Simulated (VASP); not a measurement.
# Al12Pt in VASP: a series of runs, part 2 of 2

VASP 6.6.1. The steps go on from the part before.

### Step 4. Single point, PBE

The input, INCAR:

```
SYSTEM = Al12Pt
PREC = Accurate
ENCUT = 520
EDIFF = 1E-6
ISMEAR = 0
SIGMA = 0.1
LREAL = .FALSE.
LASPH = .TRUE.
NELM = 100
ALGO = Normal
ISIF = 2
LWAVE = .FALSE.
LCHARG = .FALSE.
LDIPOL = .TRUE.
IDIPOL = 3
DIPOL = 0.5 0.5 0.330
GGA = PE
NBANDS = 35
```

The input, KPOINTS:

```
Automatic mesh
0
G
  6 6 1
  0 0 0
```

The input, POSCAR:

```
Al12Pt
1.0
    5.7135165837      0.0000000000      0.0000000000
   -2.8567582918      4.9480505064      0.0000000000
    0.0000000000      0.0000000000     20.1013782055
Al Pt
12 1
Direct
    0.3333333333      0.1666666667      0.1989913308
    0.3333333333      0.6666666667      0.1989913308
    0.8333333333      0.1666666667      0.1989913308
    0.8333333333      0.6666666667      0.1989913308
    0.1666666667      0.3333333334      0.3134471548
    0.1666666667      0.8333333334      0.3134471548
    0.6666666667      0.3333333334      0.3134471548
    0.6666666667      0.8333333333      0.3134471548
    0.0000000000      0.0000000000      0.4278999240
    0.0000000000      0.5000000000      0.4278999240
    0.5000000000      0.0000000000      0.4278999240
    0.5000000000      0.5000000000      0.4278999240
    0.1666666667      0.0833333334      0.5282394780
```

Potentials or basis: VASP PAW PBE potentials, release 64 (Al, Pt).

Started as:

```sh
$ cat potpaw_PBE.64/Al/POTCAR potpaw_PBE.64/Pt/POTCAR > POTCAR
$ mpirun -np 1 vasp_std > vasp.out
```

OUTCAR:

```text
SYSTEM = Al12Pt
   PREC = Accurate
   ENCUT = 520
   EDIFF = 1E-6
   ISMEAR = 0
   LREAL = .FALSE.
   LASPH = .TRUE.
   NELM = 100
   ISIF = 2
   GGA = PE

 ion  position               nearest neighbor table
   1  0.333  0.167  0.199-   5 2.83   6 2.83   7 2.83   2 2.86   2 2.86   3 2.86   3 2.86   4 2.86
                             4 2.86
   2  0.333  0.667  0.199-   6 2.83   5 2.83   8 2.83   1 2.86   1 2.86   4 2.86   4 2.86   3 2.86
                             3 2.86
   3  0.833  0.167  0.199-   7 2.83   8 2.83   5 2.83   4 2.86   4 2.86   1 2.86   1 2.86   2 2.86
                             2 2.86
   4  0.833  0.667  0.199-   8 2.83   7 2.83   6 2.83   3 2.86   3 2.86   2 2.86   2 2.86   1 2.86
                             1 2.86
[... 735 lines left out ...]
    -2.856758292  4.948050506  0.000000000     0.000000000  0.202099796  0.000000000
     0.000000000  0.000000000 20.101378206     0.000000000  0.000000000  0.049747833

 POSITION                                       TOTAL-FORCE (eV/Angst)
 -----------------------------------------------------------------------------------
      1.42838      0.82468      4.00000         0.108026      0.062369      0.028972
     -0.00000      3.29870      4.00000        -0.002339     -0.001350     -0.088869
      4.28514      0.82468      4.00000        -0.085450      0.027214     -0.078198
      2.85676      3.29870      4.00000        -0.019157     -0.087609     -0.078198
      0.00000      1.64935      6.30072        -0.056270      0.075122      0.145564
     -1.42838      4.12338      6.30072         0.036922     -0.086292      0.145564
      2.85676      1.64935      6.30072         0.052724      0.030440      0.025771
      1.42838      4.12338      6.30072        -0.041270     -0.023827     -0.059859
      0.00000      0.00000      8.60138        -1.079658     -0.623341     -1.566962
     -1.42838      2.47403      8.60138        -0.020895     -0.012064      0.122915
      2.85676      0.00000      8.60138        -0.297693     -0.043797      0.704890
      1.42838      2.47403      8.60138        -0.186775     -0.235911      0.704890
      0.71419      0.41234     10.61834         1.591835      0.919046     -0.006478
 -----------------------------------------------------------------------------------
    total drift:                                0.000043      0.000025      0.000152

  FREE ENERGIE OF THE ION-ELECTRON SYSTEM (eV)
  ---------------------------------------------------
  free  energy   TOTEN  =       -47.3068442229 eV

  energy  without entropy=      -47.2910586386  energy(sigma->0) =      -47.29895143

 vacuum level on the upper side and lower side of the slab         4.723         4.348
```

OSZICAR:

```text
N       E                     dE             d eps       ncg     rms          rms(c)
DAV:   1     0.171510172489E+03    0.17151E+03   -0.14500E+04   910   0.959E+02
DAV:   2    -0.323946953980E+02   -0.20390E+03   -0.19157E+03  1224   0.161E+02
DAV:   3    -0.494725248525E+02   -0.17078E+02   -0.15109E+02  1193   0.401E+01
[... 18 lines left out ...]
DAV:  22    -0.473068312139E+02   -0.24487E-04   -0.31601E-06   965   0.411E-03    0.128E-03
DAV:  23    -0.473068387406E+02   -0.75267E-05   -0.75156E-07   838   0.234E-03    0.734E-04
DAV:  24    -0.473068428515E+02   -0.41110E-05   -0.76932E-07   858   0.186E-03    0.413E-04
DAV:  25    -0.473068441244E+02   -0.12728E-05   -0.21474E-07   795   0.132E-03    0.136E-04
DAV:  26    -0.473068442229E+02   -0.98499E-07   -0.30687E-08   659   0.671E-04
   1 F= -.47306844E+02 E0= -.47298951E+02  d E =-.157856E-01
```

stdout:

```text
POSCAR found type information on POSCAR AlPt
 POSCAR found :  2 types and      13 ions
 scaLAPACK will be used
 LDA part: xc-table for (Slater+PW92), standard interpolation
 POSCAR, INCAR and KPOINTS ok, starting setup
 FFT: planning ... GRIDC
 FFT: planning ... GRID_SOFT
 FFT: planning ... GRID
 WAVECAR not read
 entering main loop
```

Run time: 5.7 min. Hardware: 1 thread of Intel Xeon 6975P-C (Granite Rapids), shared host; peak memory 0.67 GiB.

What came out:

```yaml
Free_energy: -47.3068 eV
Largest_force: 2.002 eV/Å
Band_gap_on_the_k_mesh: zero (bands 23 and 24 overlap by 0.82 eV)
```

Forces on the atoms (eV/Å):
```
Al   0.108  0.062  0.029
Al  -0.002 -0.001 -0.089
Al  -0.085  0.027 -0.078
Al  -0.019 -0.088 -0.078
Al  -0.056  0.075  0.146
Al   0.037 -0.086  0.146
Al   0.053  0.030  0.026
Al  -0.041 -0.024 -0.060
Al  -1.080 -0.623 -1.567
Al  -0.021 -0.012  0.123
Al  -0.298 -0.044  0.705
Al  -0.187 -0.236  0.705
Pt   1.592  0.919 -0.006
```

Levels at points of the mesh, in eV from the Fermi level:
```csv
k point,band 19,band 20,band 21,band 22,band 23,band 24,band 25,band 26,band 27,band 28
"(0.00, 0.00, 0.00)",-1.84,-1.65,-1.58,-0.82,-0.20,-0.08,0.04,0.12,0.25,0.37
"(0.50, 0.00, 0.00)",-1.18,-0.44,-0.44,-0.20,-0.18,0.39,0.98,1.18,1.43,1.57
"(0.00, 0.50, 0.00)",-1.20,-0.46,-0.43,-0.15,-0.11,0.37,1.07,1.09,1.38,1.58
```

Caveat: spin-orbit coupling is left out, which moves the levels of the heavy elements.

### Step 5. Overview

```csv
cell,gap on the mesh (eV),largest force (eV/Å)
"as given, atomic positions A",none,0.99
"as given, atomic positions B",none,2.00
"as given, atomic positions C",none,2.00
```

Alike in all rows: task single point; level PBE; potentials or basis VASP PAW PBE potentials, release 64 (Al, Pt); no spin polarisation; k mesh 6 × 6 × 1; cutoff (eV) 520; smearing gaussian 0.1 eV.

Caveats: spin-orbit coupling is left out, which moves the levels of the heavy elements.

Total energies depend on the potentials used, so only differences within one code and one set of settings carry meaning.
